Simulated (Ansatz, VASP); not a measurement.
## One calculation of Si4P, two programs

```
CELL_PARAMETERS angstrom
3.68101 0.00000 0.00000
-1.84050 3.18785 0.00000
0.00000 0.00000 9.86251
ATOMIC_POSITIONS crystal
Si 0.33333 0.66667 0.76397
Si 0.33333 0.66667 0.23603
Si 0.33333 0.66667 0.50000
Si 0.33333 0.66667 0.00000
P 0.66667 0.33333 0.50000
```

Alike in both runs: functional PBE; k mesh 6 × 6 × 4; occupations gaussian, width 0.1 eV; no spin polarisation.

Ansatz relaxed the structure, and its values are those at the end. VASP's run is a single point on that final structure, the one shown.

|  | VASP | Ansatz |
| --- | --- | --- |
| version | VASP 6.6.1 | Ansatz 0.2.0 |
| potentials or method | VASP PAW PBE potentials, release 64 (Si, P), cutoff 520 eV | scalar-relativistic, plane waves, PAW |
| valence electrons in the cell | 21 | 21 |

```csv
,VASP,Ansatz,Ansatz less VASP
gap on the k mesh at the Fermi level (eV),none,none,-
pressure (GPa),-0.1,0.0,+0.09
```

A gap of «none» marks a metal or a gap that the smearing closes.
